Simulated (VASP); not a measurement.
# HgTe (F-43m) in VASP: further runs

HgTe is run at these levels: PBE, r2SCAN; tasks: single point.

All numbers are computed with VASP 6.6.1; they aren't measurements. Logs are shortened: lines on timing, memory, paths and dates and some standing lists are left out, and cuts for length are marked.

### Step 1. The cell of the first run

It takes space group F-43m (No. 216, cubic). Conventional cell: a = 6.578 Å, b = 6.578 Å, c = 6.578 Å, α = 90.00°, β = 90.00°, γ = 90.00°. Within 3.8 Å of Hg (site symmetry -43m) lie 4 Te at 2.85 Å. Within 3.8 Å of Te (site symmetry -43m) lie 4 Hg at 2.85 Å.

### Step 2. Single point, PBE

Input file INCAR:

```
PREC = Accurate ; ENCUT = 520
EDIFF = 1E-7 ; ISMEAR = -1
SIGMA = 0.02 ; LREAL = False
LASPH = True ; NELM = 60
ALGO = Normal ; ISIF = 2
LWAVE = False ; LCHARG = True
GGA = PE ; LELF = True
LVHAR = True ; NBANDS = 16
```

Input file KPOINTS:

```
regular mesh
0
Gamma
  6 6 6
```

Input file POSCAR:

```
HgTe
1.0
    0.0000000000      3.2891972858      3.2891972858
    3.2891972858      0.0000000000      3.2891972858
    3.2891972858      3.2891972858      0.0000000000
Hg Te
1 1
Direct
    0.0000000000      0.0000000000      0.0000000000
    0.2500000000      0.2500000000      0.2500000000
```

Potentials or basis: VASP PAW PBE potentials, release 64 (Hg, Te).

Run with:

```bash
$ cat potpaw_PBE.64/Hg/POTCAR potpaw_PBE.64/Te/POTCAR > POTCAR
$ mpirun -np 1 vasp_std > vasp.out
```

OUTCAR:

```text
PREC = Accurate
   ENCUT = 520
   EDIFF = 1E-7
   ISMEAR = -1
   LREAL = False
   LASPH = True
   NELM = 60
   ISIF = 2
   GGA = PE

 ion  position               nearest neighbor table
   1  0.000  0.000  0.000-   2 2.85   2 2.85   2 2.85   2 2.85
   2  0.250  0.250  0.250-   1 2.85   1 2.85   1 2.85   1 2.85

  LATTYP: Found a face centered cubic cell.
 ALAT       =     6.5783945716

  Lattice vectors:

 A1 = (   0.0000000000,   3.2891972858,   3.2891972858)
 A2 = (   3.2891972858,   0.0000000000,   3.2891972858)
 A3 = (   3.2891972858,   3.2891972858,   0.0000000000)

Analysis of symmetry for initial positions (statically):
=====================================================================
 Subroutine PRICEL returns:
 Original cell was already a primitive cell.

 Routine SETGRP: Setting up the symmetry group for a
 face centered cubic supercell.

 Subroutine GETGRP returns: Found 24 space group operations
 (whereof 24 operations were pure point group operations)
 out of a pool of 48 trial point group operations.

The static configuration has the point symmetry T_d .

Analysis of symmetry for dynamics (positions and initial velocities):
=====================================================================
 Subroutine PRICEL returns:
 Original cell was already a primitive cell.

 Routine SETGRP: Setting up the symmetry group for a
 face centered cubic supercell.

 Subroutine GETGRP returns: Found 24 space group operations
 (whereof 24 operations were pure point group operations)
 out of a pool of 48 trial point group operations.

The dynamic configuration has the point symmetry T_d .

 Subroutine INISYM returns: Found 24 space group operations
 (whereof 24 operations are pure point group operations),
 and found     1 'primitive' translations

----------------------------------------------------------------------------------------

                                     Primitive cell

  volume of cell :      71.1705

  direct lattice vectors                    reciprocal lattice vectors
     0.000000000  3.289197286  3.289197286    -0.152012773  0.152012773  0.152012773
     3.289197286  0.000000000  3.289197286     0.152012773 -0.152012773  0.152012773
     3.289197286  3.289197286  0.000000000     0.152012773  0.152012773 -0.152012773

  length of vectors
     4.651627411  4.651627411  4.651627411     0.263293846  0.263293846  0.263293846

  position of ions in fractional coordinates (direct lattice)
     0.000000000  0.000000000  0.000000000
     0.250000000  0.250000000  0.250000000

  ion indices of the primitive-cell ions
   primitive index   ion index
                 1           1
                 2           2

----------------------------------------------------------------------------------------

 KPOINTS: regular mesh

Automatic generation of k-mesh.
 Grid dimensions read from file:
 generate k-points for:    6    6    6

 Generating k-lattice:

  Cartesian coordinates                     Fractional coordinates (reciprocal lattice)
    -0.025335462  0.025335462  0.025335462     0.166666667  0.000000000  0.000000000
     0.025335462 -0.025335462  0.025335462     0.000000000  0.166666667  0.000000000
     0.025335462  0.025335462 -0.025335462     0.000000000  0.000000000  0.166666667

  Length of vectors
     0.043882308  0.043882308  0.043882308

  Shift w.r.t. Gamma in fractional coordinates (k-lattice)
     0.000000000  0.000000000  0.000000000

 Subroutine IBZKPT returns following result:
 ===========================================

 Found     16 irreducible k-points:

 Following reciprocal coordinates:
            Coordinates               Weight
  0.000000  0.000000  0.000000      1.000000
  0.166667  0.000000  0.000000      8.000000
  0.333333  0.000000  0.000000      8.000000
  0.500000  0.000000  0.000000      4.000000
  0.166667  0.166667  0.000000      6.000000
  0.333333  0.166667  0.000000     24.000000
[... 8 lines left out ...]
 -0.333333  0.333333  0.166667     24.000000
 -0.333333  0.500000  0.166667     12.000000
   k-points           NKPTS =     16   k-points in BZ     NKDIM =     16   number of bands    NBANDS=     16
   number of dos      NEDOS =    301   number of ions     NIONS =      2
   total plane-waves  NPLWV =  46656
   dimension x,y,z NGX =    36 NGY =   36 NGZ =   36
   dimension x,y,z NGXF=    72 NGYF=   72 NGZF=   72
   ions per type =               1   1
   NGX,Y,Z   is equivalent  to a cutoff of  12.87, 12.87, 12.87 a.u.
   NGXF,Y,Z  is equivalent  to a cutoff of  25.73, 25.73, 25.73 a.u.
 SYSTEM =  unknown system
   PREC   = accura    normal or accurate (medium, high low for compatibility)
   ISTART =      0    job   : 0-new  1-cont  2-samecut
   ICHARG =      2    charge: 1-file 2-atom 10-const
   ISPIN  =      1    spin polarized calculation?
   LNONCOLLINEAR =      F non collinear calculations
   LSORBIT =      F    spin-orbit coupling
   LASPH  =      T    aspherical Exc in radial PAW
   ENCUT  =  520.0 eV  38.22 Ry    6.18 a.u.   8.65  8.65  8.65*2*pi/ulx,y,z
   NELM   =     60;   NELMIN=  2; NELMDL= -5     # of ELM steps
   EDIFF  = 0.1E-06   stopping-criterion for ELM
   LREAL  =      F    real-space projection
   EDIFFG = 0.1E-05   stopping-criterion for IOM
   NSW    =      0    number of steps for IOM
   IBRION =     -1    ionic relax: 0-MD 1-quasi-New 2-CG
   NFREE  =      0    steps in history (QN), initial steepest desc. (CG)
   ISIF   =      2    stress and relaxation
   ISYM   =      2    0-nonsym 1-usesym 2-fastsym
   POTIM  = 0.5000    time-step for ionic-motion
   TEBEG  =    0.0;   TEEND  =   0.0 temperature during run
   PSTRESS=    0.0 pullay stress
   NELECT =      18.0000    total number of electrons
   NUPDOWN=      -1.0000    fix difference up-down
   EMIN   =  10.00;   EMAX   =-10.00  energy-range for DOS
   EFERMI =   0.00;   METHOD = LEGACY
   ISMEAR =    -1;   SIGMA  =   0.02  broadening in eV -4-tet -1-fermi 0-gaus
   EFERMI_NEDOS =   21; number of points for ismear=-14 and -15
   IALGO  =     38    algorithm
   IMIX   =      4    mixing-type and parameters
     AMIX     =   0.40;   BMIX     =  1.00
     AMIX_MAG =   1.60;   BMIX_MAG =  1.00
  volume/ion in A,a.u.               =      35.59       240.14
  Fermi-wavevector in a.u.,A,eV,Ry     =   1.035299  1.956431 14.583320  1.071844
  Thomas-Fermi vector in A             =   2.169635
   LORBIT       =      0    0 simple, 1 ext, 2 COOP (PROOUT), +10 PAW based schemes
   GGA     = PE    functional components
   LHFCALC =     F    Hartree Fock is set to
   AEXX    =    0.0000 exact exchange contribution
   IVDW    =     0    specifies the selected vdW correction
   LEPSILON=     F    determine dielectric tensor
   LRPA    =     F    only Hartree local field effects (RPA)
 non-spin polarized calculation
  energy-cutoff  :      520.00
  volume of cell :       71.17
 maximum number of plane-waves:      1936
 NGX is ok and might be reduce to    36
   NGX = 17   NGY = 17   NGZ = 17

 number of electron      18.0000001 magnetization

 Free energy of the ion-electron system (eV)
  ---------------------------------------------------
  ext. energy  EPLUGINS =         0.00000000
  ---------------------------------------------------
  free energy    TOTEN  =        -3.63066323 eV

  energy without entropy =       -3.63030955  energy(sigma->0) =       -3.63048639

 E-fermi :   2.5735     XC(G=0):  -8.5022

 val. band max:        2.5596801348   @ k =   0.0000   0.0000   0.0000
 cond. band min:       3.2610836787   @ k =   0.5000   0.0000   0.0000
 fundamental gap:      0.7014035439
 Fermi energy:         2.5735436662

 k-point     1 :       0.0000    0.0000    0.0000
  band No.  band energies     occupation
      1      -9.0626      2.00000
      2      -4.5044      2.00000
      3      -4.5044      2.00000
      4      -4.5044      2.00000
      5      -4.0369      2.00000
      6      -4.0369      2.00000
[... 8 lines left out ...]
     15      12.0344      0.00000
     16      12.0344      0.00000

 k-point     2 :       0.1667    0.0000    0.0000
  band No.  band energies     occupation
      1      -8.9437      2.00000
      2      -4.4724      2.00000
      3      -4.4724      2.00000
      4      -4.4469      2.00000
      5      -4.0391      2.00000
      6      -4.0391      2.00000
[... 8 lines left out ...]
     15      11.1263      0.00000
     16      11.1263      0.00000

 k-point     3 :       0.3333    0.0000    0.0000
  band No.  band energies     occupation
      1      -8.6898      2.00000
      2      -4.4167      2.00000
      3      -4.4167      2.00000
      4      -4.1740      2.00000
      5      -4.0309      2.00000
      6      -4.0309      2.00000
[... 8 lines left out ...]
     15      11.4116      0.00000
     16      11.4116      0.00000

 k-point     4 :       0.5000    0.0000    0.0000
  band No.  band energies     occupation
      1      -8.5542      2.00000
      2      -4.3949      2.00000
      3      -4.3949      2.00000
      4      -4.0185      2.00000
      5      -4.0185      2.00000
      6      -3.7645      2.00000
[... 8 lines left out ...]
     15      12.5382      0.00000
     16      12.5382      0.00000
[... 172 lines left out ...]
 k-point    14 :       0.5000    0.3333    0.1667
  band No.  band energies     occupation
      1      -8.5150      2.00000
      2      -4.3494      2.00000
      3      -4.3274      2.00000
      4      -4.1594      2.00000
      5      -4.0151      2.00000
      6      -3.8939      2.00000
[... 8 lines left out ...]
     15      12.6778      0.00000
     16      13.5356      0.00000

 k-point    15 :      -0.3333    0.3333    0.1667
  band No.  band energies     occupation
      1      -8.4232      2.00000
      2      -4.3285      2.00000
      3      -4.3003      2.00000
      4      -4.0786      2.00000
      5      -4.0425      2.00000
      6      -3.6211      2.00000
[... 8 lines left out ...]
     15      12.8019      0.00000
     16      13.4192      0.00000

 k-point    16 :      -0.3333    0.5000    0.1667
  band No.  band energies     occupation
      1      -8.3777      2.00000
      2      -4.3048      2.00000
      3      -4.2543      2.00000
      4      -4.1382      2.00000
      5      -4.0200      2.00000
      6      -3.5350      2.00000
[... 8 lines left out ...]
     15      13.2885      0.00000
     16      13.5433      0.00000

------------------------ aborting loop because EDIFF is reached ----------------------------------------

  FORCE on cell =-STRESS in cart. coord.  units (eV):
  Direction    XX          YY          ZZ          XY          YZ          ZX
  --------------------------------------------------------------------------------------
  -------------------------------------------------------------------------------------
  Total        0.5911570      0.5911570      0.5911570     -0.0000000     -0.0000000     -0.0000000
  in kB       13.3080275     13.3080275     13.3080275     -0.0000000     -0.0000000     -0.0000000
  external PRESSURE =      13.3080275 kB  Pullay stress =       0.0000000 kB

 VOLUME and BASIS-vectors are now :
 -----------------------------------------------------------------------------
  energy-cutoff  :      520.00
  volume of cell :       71.17
      direct lattice vectors                 reciprocal lattice vectors
     0.000000000  3.289197286  3.289197286    -0.152012773  0.152012773  0.152012773
     3.289197286  0.000000000  3.289197286     0.152012773 -0.152012773  0.152012773
     3.289197286  3.289197286  0.000000000     0.152012773  0.152012773 -0.152012773

 POSITION                                       TOTAL-FORCE (eV/Angst)
 -----------------------------------------------------------------------------------
      0.00000      0.00000      0.00000         0.000000      0.000000     -0.000000
      1.64460      1.64460      1.64460        -0.000000     -0.000000      0.000000
 -----------------------------------------------------------------------------------
    total drift:                               -0.000000     -0.000000     -0.000000

  FREE ENERGIE OF THE ION-ELECTRON SYSTEM (eV)
  ---------------------------------------------------
  free  energy   TOTEN  =        -3.6306632262 eV

  energy  without entropy=       -3.6303095550  energy(sigma->0) =       -3.63048639
```

Wall time 12 s (1 thread of AMD EPYC 9R45 (Zen 5), shared host); peak memory 0.18 GiB.

What came out:

- Free energy: -3.6307 eV
- Pressure: 1.3 GPa
- Band gap on the k mesh: zero (filled and empty bands touch)

Caveat: semilocal functionals underestimate gaps, and a narrow one can read as zero; spin-orbit coupling is left out, which moves the levels of the heavy elements.

### Step 3. Single point, PBE (strain +3.9%)

Input file INCAR:

```
  PREC = Accurate
  ENCUT = 520
  EDIFF = 1E-7
  ISMEAR = -1
  SIGMA = 0.02
  LREAL = False
  LASPH = True
  NELM = 100
  ALGO = Normal
  ISIF = 2
  LWAVE = False
  LCHARG = False
  GGA = PE
  NBANDS = 16
```

Input file KPOINTS:

```
Automatic mesh
0
Gamma
  6 6 6
```

Input file POSCAR:

```
HgTe
1.0
    0.0000000000      3.4171470602      3.4171470602
    3.4171470602      0.0000000000      3.4171470602
    3.4171470602      3.4171470602      0.0000000000
Hg Te
1 1
Direct
    0.0000000000      0.0000000000      0.0000000000
    0.2500000000      0.2500000000      0.2500000000
```

Potentials or basis: VASP PAW PBE potentials, release 64 (Hg, Te).

Run with:

```bash
$ cat potpaw_PBE.64/Hg/POTCAR potpaw_PBE.64/Te/POTCAR > POTCAR
$ mpirun -np 1 vasp_std > vasp.out
```

Wall time 12 s (1 thread of AMD EPYC 9R45 (Zen 5), shared host); peak memory 0.18 GiB.

The run converged. Its results:

```
Free energy            : -3.5980 eV
Pressure               : -2.2 GPa
Band gap on the k mesh : zero (filled and empty bands touch)
```

Levels at points of the mesh, in eV from the Fermi level:
| k point | band 6 | band 7 | band 8 | band 9 | band 10 | band 11 | band 12 | band 13 |
| --- | --- | --- | --- | --- | --- | --- | --- | --- |
| (0.00, 0.00, 0.00) | -6.19 | -1.11 | -0.01 | -0.01 | -0.01 | 4.47 | 4.47 | 4.47 |
| (0.50, 0.00, 0.00) | -5.99 | -4.51 | -0.71 | -0.71 | 0.67 | 5.14 | 5.14 | 6.59 |
| (0.50, 0.50, 0.00) | -5.90 | -4.60 | -1.65 | -1.65 | 1.86 | 2.88 | 7.66 | 8.16 |

Caveat: the cell differs from its parent crystal (strain +3.9%); semilocal functionals underestimate gaps, and a narrow one can read as zero; spin-orbit coupling is left out, which moves the levels of the heavy elements.

### Step 4. Single point, r2SCAN

Input file POSCAR:

```
HgTe
1.0
    0.0000000000      3.2891972858      3.2891972858
    3.2891972858      0.0000000000      3.2891972858
    3.2891972858      3.2891972858      0.0000000000
Hg Te
1 1
Direct
    0.0000000000      0.0000000000      0.0000000000
    0.2500000000      0.2500000000      0.2500000000
```

Input file INCAR.step1:

```
SYSTEM = HgTe
PREC = Accurate
ENCUT = 520
ISMEAR = -1
SIGMA = 0.02
LREAL = .FALSE.
LASPH = .TRUE.
NELM = 60
NBANDS = 16
GGA = PE
ALGO = Normal
EDIFF = 1E-4
LWAVE = .TRUE.
LCHARG = .FALSE.
```

Input file INCAR.step2:

```
SYSTEM = HgTe
PREC = Accurate
ENCUT = 520
EDIFF = 1E-6
ISMEAR = -1
SIGMA = 0.02
LREAL = .FALSE.
LASPH = .TRUE.
NELM = 60
ALGO = Normal
ISIF = 2
LWAVE = .FALSE.
LCHARG = .FALSE.
METAGGA = R2SCAN
LMIXTAU = .TRUE.
NBANDS = 16
ISTART = 1
```

Input file KPOINTS:

```
Automatic mesh
0
G
  6 6 6
  0 0 0
```

Run with:

```bash
$ cat potpaw_PBE.64/Hg/POTCAR potpaw_PBE.64/Te/POTCAR > POTCAR
$ cp INCAR.step1 INCAR
$ mpirun -np 1 vasp_std > vasp.out
$ cp INCAR.step2 INCAR
$ mpirun -np 1 vasp_std > vasp.out
```

Run time: 50 s. Hardware: 1 thread of AMD EPYC 9R45 (Zen 5), shared host; peak memory 0.19 GiB.

Results (log left out):

- Free energy: -75.1541 eV
- Pressure: 0.0 GPa
- Band gap on the k mesh: zero (filled and empty bands touch)

Levels at points of the mesh, in eV from the Fermi level:
| k point | band 5 | band 6 | band 7 | band 8 | band 9 | band 10 | band 11 | band 12 | band 13 | band 14 |
| --- | --- | --- | --- | --- | --- | --- | --- | --- | --- | --- |
| (0.00, 0.00, 0.00) | -6.85 | -6.85 | -0.57 | -0.01 | -0.01 | -0.01 | 4.65 | 4.65 | 4.65 | 6.79 |
| (0.50, 0.00, 0.00) | -6.83 | -6.56 | -5.31 | -0.93 | -0.93 | 0.93 | 5.41 | 5.41 | 7.13 | 8.22 |
| (0.50, 0.50, 0.00) | -6.79 | -6.42 | -5.31 | -2.14 | -2.14 | 2.08 | 2.85 | 8.49 | 9.21 | 9.21 |

Caveat: semilocal functionals underestimate gaps, and a narrow one can read as zero; the PAW data sets were made with another functional, which shifts forces and pressure a little; spin-orbit coupling is left out, which moves the levels of the heavy elements.

### Step 5. The runs side by side

```tsv
level	cell	gap on the mesh (eV)	pressure (GPa)
PBE	a = 4.652 Å, angles 60.0°, 2 atoms	none	1.3
PBE	a = 4.833 Å, angles 60.0°, 2 atoms	none	-2.2
r2SCAN	a = 4.652 Å, angles 60.0°, 2 atoms	none	0.0
```

Alike in all rows: task single point; potentials or basis VASP PAW PBE potentials, release 64 (Hg, Te); no spin polarisation; k mesh 6 × 6 × 6; cutoff (eV) 520; smearing fermi-dirac 0.02 eV.

Caveats: semilocal functionals underestimate gaps, and a narrow one can read as zero; spin-orbit coupling is left out, which moves the levels of the heavy elements; the PAW data sets were made with another functional, which shifts forces and pressure a little (at least some runs).

Total energies depend on the potentials used, so only differences within one code and one set of settings carry meaning.

The gap in the log of VASP goes by the Fermi energy; the results here count the filled bands.